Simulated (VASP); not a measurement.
# Hf (Pm-3m) in VASP: further runs

The runs below take Hf through single point, with PBEsol.

Everything below comes from runs of VASP 6.6.1. Logs are shortened: lines on timing, memory, paths and dates and some standing lists are left out, and cuts for length are marked.

### Step 1. The cell of the first run

Symmetry: Pm-3m, No. 221, cubic system. The conventional cell has a = 2.746 Å, b = 2.746 Å, c = 2.746 Å, α = 90.00°, β = 90.00°, γ = 90.00°. Hf (site symmetry m-3m) has 6 Hf at 2.75 Å within 3.6 Å.

This isn't the form of Hf at room conditions, which is hcp.

### Step 2. Single point, PBEsol (20.71 Å³/atom)

File INCAR:

```
ALGO     = Normal         # electronic algorithm
EDIFF    = 1E-7           # SCF threshold, eV
ENCUT    = 520            # plane-wave cutoff, eV
GGA      = PS             # functional
ISIF     = 2              # what is computed and relaxed
ISMEAR   = -1             # smearing method
LASPH    = True           # aspherical terms in the spheres
LCHARG   = False          # write CHGCAR
LREAL    = False          # projectors in reciprocal space
LWAVE    = False          # write WAVECAR
NBANDS   = 11             # bands
NELM     = 100            # most SCF steps
PREC     = Accurate       # precision mode
SIGMA    = 0.1            # smearing width, eV
```

File KPOINTS:

```
k-points
0
Gamma
  12 12 12
```

File POSCAR:

```
Hf
1.0
    2.7461878944      0.0000000000      0.0000000000
    0.0000000000      2.7461878944      0.0000000000
    0.0000000000      0.0000000000      2.7461878944
Hf
1
Direct
    0.0000000000      0.0000000000      0.0000000000
```

Potentials or basis: VASP PAW PBE potentials, release 64 (Hf_pv).

Launch:

```
$ cat potpaw_PBE.64/Hf_pv/POTCAR > POTCAR
$ mpirun -np 1 vasp_std > vasp.out
```

OUTCAR:

```text
EDIFF = 1E-7
   ENCUT = 520
   GGA = PS
   ISIF = 2
   ISMEAR = -1
   LASPH = True
   LREAL = False
   NELM = 100
   PREC = Accurate

 ion  position               nearest neighbor table
   1  0.000  0.000  0.000-

  LATTYP: Found a simple cubic cell.
 ALAT       =     2.7461878944

  Lattice vectors:

 A1 = (   2.7461878944,   0.0000000000,   0.0000000000)
 A2 = (   0.0000000000,   2.7461878944,   0.0000000000)
 A3 = (   0.0000000000,   0.0000000000,   2.7461878944)

Analysis of symmetry for initial positions (statically):
=====================================================================
 Subroutine PRICEL returns:
 Original cell was already a primitive cell.

 Routine SETGRP: Setting up the symmetry group for a
 simple cubic supercell.

 Subroutine GETGRP returns: Found 48 space group operations
 (whereof 48 operations were pure point group operations)
 out of a pool of 48 trial point group operations.

The static configuration has the point symmetry O_h .

Analysis of symmetry for dynamics (positions and initial velocities):
=====================================================================
 Subroutine PRICEL returns:
 Original cell was already a primitive cell.

 Routine SETGRP: Setting up the symmetry group for a
 simple cubic supercell.

 Subroutine GETGRP returns: Found 48 space group operations
 (whereof 48 operations were pure point group operations)
 out of a pool of 48 trial point group operations.

The dynamic configuration has the point symmetry O_h .

 Subroutine INISYM returns: Found 48 space group operations
 (whereof 48 operations are pure point group operations),
 and found     1 'primitive' translations

----------------------------------------------------------------------------------------

                                     Primitive cell

  volume of cell :      20.7105

  direct lattice vectors                    reciprocal lattice vectors
     2.746187894  0.000000000  0.000000000     0.364141143  0.000000000  0.000000000
     0.000000000  2.746187894  0.000000000     0.000000000  0.364141143  0.000000000
     0.000000000  0.000000000  2.746187894     0.000000000  0.000000000  0.364141143

  length of vectors
     2.746187894  2.746187894  2.746187894     0.364141143  0.364141143  0.364141143

  position of ions in fractional coordinates (direct lattice)
     0.000000000  0.000000000  0.000000000

  ion indices of the primitive-cell ions
   primitive index   ion index
                 1           1

----------------------------------------------------------------------------------------

 KPOINTS: k-points

Automatic generation of k-mesh.
 Grid dimensions read from file:
 generate k-points for:   12   12   12

 Generating k-lattice:

  Cartesian coordinates                     Fractional coordinates (reciprocal lattice)
     0.030345095  0.000000000  0.000000000     0.083333333  0.000000000  0.000000000
     0.000000000  0.030345095  0.000000000     0.000000000  0.083333333  0.000000000
     0.000000000  0.000000000  0.030345095     0.000000000  0.000000000  0.083333333

  Length of vectors
     0.030345095  0.030345095  0.030345095

  Shift w.r.t. Gamma in fractional coordinates (k-lattice)
     0.000000000  0.000000000  0.000000000

 Subroutine IBZKPT returns following result:
 ===========================================

 Found     84 irreducible k-points:

 Following reciprocal coordinates:
            Coordinates               Weight
  0.000000  0.000000  0.000000      1.000000
  0.083333  0.000000  0.000000      6.000000
  0.166667  0.000000  0.000000      6.000000
  0.250000  0.000000  0.000000      6.000000
  0.333333  0.000000  0.000000      6.000000
  0.416667  0.000000  0.000000      6.000000
[... 16 lines left out ...]
  0.333333  0.333333  0.000000     12.000000
  0.416667  0.333333  0.000000     24.000000
 [... further k-points ...]
   k-points           NKPTS =     84   k-points in BZ     NKDIM =     84   number of bands    NBANDS=     11
   number of dos      NEDOS =    301   number of ions     NIONS =      1
   total plane-waves  NPLWV =   8000
   dimension x,y,z NGX =    20 NGY =   20 NGZ =   20
   dimension x,y,z NGXF=    40 NGYF=   40 NGZF=   40
   ions per type =               1
   NGX,Y,Z   is equivalent  to a cutoff of  12.11, 12.11, 12.11 a.u.
   NGXF,Y,Z  is equivalent  to a cutoff of  24.21, 24.21, 24.21 a.u.
 SYSTEM =  unknown system
   PREC   = accura    normal or accurate (medium, high low for compatibility)
   ISTART =      0    job   : 0-new  1-cont  2-samecut
   ICHARG =      2    charge: 1-file 2-atom 10-const
   ISPIN  =      1    spin polarized calculation?
   LNONCOLLINEAR =      F non collinear calculations
   LSORBIT =      F    spin-orbit coupling
   LASPH  =      T    aspherical Exc in radial PAW
   ENCUT  =  520.0 eV  38.22 Ry    6.18 a.u.   5.11  5.11  5.11*2*pi/ulx,y,z
   NELM   =    100;   NELMIN=  2; NELMDL= -5     # of ELM steps
   EDIFF  = 0.1E-06   stopping-criterion for ELM
   LREAL  =      F    real-space projection
   EDIFFG = 0.1E-05   stopping-criterion for IOM
   NSW    =      0    number of steps for IOM
   IBRION =     -1    ionic relax: 0-MD 1-quasi-New 2-CG
   NFREE  =      0    steps in history (QN), initial steepest desc. (CG)
   ISIF   =      2    stress and relaxation
   ISYM   =      2    0-nonsym 1-usesym 2-fastsym
   POTIM  = 0.5000    time-step for ionic-motion
   TEBEG  =    0.0;   TEEND  =   0.0 temperature during run
   PSTRESS=    0.0 pullay stress
   NELECT =      10.0000    total number of electrons
   NUPDOWN=      -1.0000    fix difference up-down
   EMIN   =  10.00;   EMAX   =-10.00  energy-range for DOS
   EFERMI =   0.00;   METHOD = LEGACY
   ISMEAR =    -1;   SIGMA  =   0.10  broadening in eV -4-tet -1-fermi 0-gaus
   EFERMI_NEDOS =   21; number of points for ismear=-14 and -15
   IALGO  =     38    algorithm
   IMIX   =      4    mixing-type and parameters
     AMIX     =   0.40;   BMIX     =  1.00
     AMIX_MAG =   1.60;   BMIX_MAG =  1.00
  volume/ion in A,a.u.               =      20.71       139.76
  Fermi-wavevector in a.u.,A,eV,Ry     =   1.284334  2.427039 22.442991  1.649513
  Thomas-Fermi vector in A             =   2.416534
   LORBIT       =      0    0 simple, 1 ext, 2 COOP (PROOUT), +10 PAW based schemes
   GGA     = PS    functional components
   LHFCALC =     F    Hartree Fock is set to
   AEXX    =    0.0000 exact exchange contribution
   IVDW    =     0    specifies the selected vdW correction
   LEPSILON=     F    determine dielectric tensor
   LRPA    =     F    only Hartree local field effects (RPA)
 non-spin polarized calculation
  energy-cutoff  :      520.00
  volume of cell :       20.71
 maximum number of plane-waves:       587
   NGX = 11   NGY = 11   NGZ = 11

 number of electron      10.0000003 magnetization

 Free energy of the ion-electron system (eV)
  ---------------------------------------------------
  ext. energy  EPLUGINS =         0.00000000
  ---------------------------------------------------
  free energy    TOTEN  =        -9.33777363 eV

  energy without entropy =       -9.28898876  energy(sigma->0) =       -9.31338120

 E-fermi :   4.8356     XC(G=0): -11.6579

 val. band max:        4.7903698908   @ k =   0.5000   0.4167   0.2500
 cond. band min:       4.8401765488   @ k =   0.2500   0.0833   0.0833
 fundamental gap:      0.0498066580
 Fermi energy:         4.8355953219

 k-point     1 :       0.0000    0.0000    0.0000
  band No.  band energies     occupation
      1     -24.5217      2.00000
      2     -24.5217      2.00000
      3     -24.5217      2.00000
      4      -2.1636      2.00000
      5       2.9382      2.00000
      6       2.9382      2.00000
      7      12.6360      0.00000
      8      12.6360      0.00000
      9      12.6360      0.00000
     10      18.4085      0.00000
     11      19.4060      0.00000

 k-point     2 :       0.0833    0.0000    0.0000
  band No.  band energies     occupation
      1     -24.6385      2.00000
      2     -24.5120      2.00000
      3     -24.5120      2.00000
      4      -1.9414      2.00000
      5       3.0029      2.00000
      6       3.1726      2.00000
      7      12.1423      0.00000
      8      12.1423      0.00000
      9      12.6675      0.00000
     10      18.2708      0.00000
     11      18.4922      0.00000

 k-point     3 :       0.1667    0.0000    0.0000
  band No.  band energies     occupation
      1     -24.9478      2.00000
      2     -24.4853      2.00000
      3     -24.4853      2.00000
      4      -1.3404      2.00000
      5       3.1853      2.00000
      6       3.8273      1.99992
      7      11.0708      0.00000
      8      11.0708      0.00000
      9      12.7544      0.00000
     10      16.5597      0.00000
     11      18.4260      0.00000

 k-point     4 :       0.2500    0.0000    0.0000
  band No.  band energies     occupation
      1     -25.3493      2.00000
      2     -24.4487      2.00000
      3     -24.4487      2.00000
      4      -0.5078      2.00000
      5       3.4507      2.00000
      6       4.6834      1.64173
      7       9.9503      0.00000
      8       9.9503      0.00000
      9      12.8759      0.00000
     10      15.2174      0.00000
     11      18.4241      0.00000
[... 239 lines left out ...]
 k-point    22 :       0.5000    0.2500    0.0000
  band No.  band energies     occupation
      1     -25.9767      2.00000
      2     -25.1534      2.00000
      3     -24.3057      2.00000
      4       2.6914      2.00000
      5       3.1670      2.00000
      6       6.4122      0.00000
      7       8.7032      0.00000
      8       9.4559      0.00000
      9      10.8146      0.00000
     10      16.3454      0.00000
     11      18.4032      0.00000

 k-point    23 :       0.3333    0.3333    0.0000
  band No.  band energies     occupation
      1     -25.5894      2.00000
      2     -25.5485      2.00000
      3     -24.3065      2.00000
      4       1.9758      2.00000
      5       3.6047      1.99999
      6       7.9783      0.00000
      7       8.2340      0.00000
      8       9.5210      0.00000
      9       9.9016      0.00000
     10      16.2135      0.00000
     11      18.1860      0.00000

 k-point    24 :       0.4167    0.3333    0.0000
  band No.  band energies     occupation
      1     -25.8265      2.00000
      2     -25.5284      2.00000
      3     -24.2805      2.00000
      4       1.9098      2.00000
      5       3.6526      1.99999
      6       8.1734      0.00000
      7       9.1278      0.00000
      8       9.4434      0.00000
      9       9.9040      0.00000
     10      15.9436      0.00000
     11      18.3542      0.00000

 [... further k-points ...]

------------------------ aborting loop because EDIFF is reached ----------------------------------------

  FORCE on cell =-STRESS in cart. coord.  units (eV):
  Direction    XX          YY          ZZ          XY          YZ          ZX
  --------------------------------------------------------------------------------------
  -------------------------------------------------------------------------------------
  Total        1.6343118      1.6343118      1.6343118      0.0000000      0.0000000      0.0000000
  in kB      126.4313417    126.4313417    126.4313417      0.0000000      0.0000000      0.0000000
  external PRESSURE =     126.4313417 kB  Pullay stress =       0.0000000 kB

 VOLUME and BASIS-vectors are now :
 -----------------------------------------------------------------------------
  energy-cutoff  :      520.00
  volume of cell :       20.71
      direct lattice vectors                 reciprocal lattice vectors
     2.746187894  0.000000000  0.000000000     0.364141143  0.000000000  0.000000000
     0.000000000  2.746187894  0.000000000     0.000000000  0.364141143  0.000000000
     0.000000000  0.000000000  2.746187894     0.000000000  0.000000000  0.364141143

 POSITION                                       TOTAL-FORCE (eV/Angst)
 -----------------------------------------------------------------------------------
      0.00000      0.00000      0.00000         0.000000      0.000000      0.000000
 -----------------------------------------------------------------------------------
    total drift:                                0.000000      0.000000      0.000000

  FREE ENERGIE OF THE ION-ELECTRON SYSTEM (eV)
  ---------------------------------------------------
  free  energy   TOTEN  =        -9.3377736304 eV

  energy  without entropy=       -9.2889887600  energy(sigma->0) =       -9.31338120
```

Run time: 7.8 s. Hardware: 1 thread of Intel Xeon Platinum 8375C at 2.90GHz (Ice Lake), shared host; peak memory 0.14 GiB.

What came out:

```yaml
Free_energy: -9.3378 eV
Pressure: 12.6 GPa
Band_gap_on_the_k_mesh: zero (bands 5 and 6 overlap by 3.06 eV)
```

Caveat: the cell stands under pressure; the PAW data sets were made with another functional, which shifts forces and pressure a little; spin-orbit coupling is left out, which moves the levels of the heavy elements.

### Step 3. Single point, PBEsol (21.65 Å³/atom)

This run uses another cell than the first one, of 21.65 Å³/atom.

File INCAR:

```
PREC = Accurate ; ENCUT = 520
EDIFF = 1E-6 ; ISMEAR = -1
SIGMA = 0.1 ; LREAL = F
LASPH = T ; NELM = 100
ALGO = Normal ; ISIF = 2
LWAVE = F ; LCHARG = T
GGA = PS ; LELF = T
LVHAR = T ; NBANDS = 11
```

File KPOINTS:

```
regular mesh
0
Gamma
  12 12 12
```

File POSCAR:

```
Hf
1.0
    2.7871818172      0.0000000000      0.0000000000
    0.0000000000      2.7871818172      0.0000000000
    0.0000000000      0.0000000000      2.7871818172
Hf
1
Direct
    0.0000000000      0.0000000000      0.0000000000
```

Potentials or basis: VASP PAW PBE potentials, release 64 (Hf_pv).

Launch:

```
$ cat potpaw_PBE.64/Hf_pv/POTCAR > POTCAR
$ mpirun -np 1 vasp_std > vasp.out
```

Wall time 8.5 s (1 thread of Intel Xeon Platinum 8375C at 2.90GHz (Ice Lake), shared host); peak memory 0.15 GiB.

It converged, with:

- Free energy: -9.3971 eV
- Pressure: 7.6 GPa
- Band gap on the k mesh: zero (bands 5 and 6 overlap by 2.81 eV)

Levels at points of the mesh, in eV from the Fermi level:
```
           k point  band 1  band 2  band 3  band 4  band 5  band 6  band 7  band 8  band 9  band 10
(0.00, 0.00, 0.00)  -29.50  -29.50  -29.50   -6.88   -1.77   -1.77    7.44    7.44    7.44    13.45
(0.50, 0.00, 0.00)  -30.88  -29.37  -29.37   -3.24   -0.71    0.17    3.33    3.33    7.90    11.20
(0.50, 0.50, 0.00)  -30.68  -30.68  -29.25   -3.50   -0.59    4.22    4.22    5.27    5.27    10.15
(0.50, 0.50, 0.50)  -30.50  -30.50  -30.50   -1.71   -1.71   -1.71    6.96   10.47   10.47    11.74
```

Caveat: the cell stands under pressure; the PAW data sets were made with another functional, which shifts forces and pressure a little; spin-orbit coupling is left out, which moves the levels of the heavy elements.

[end of part 1 of 2]
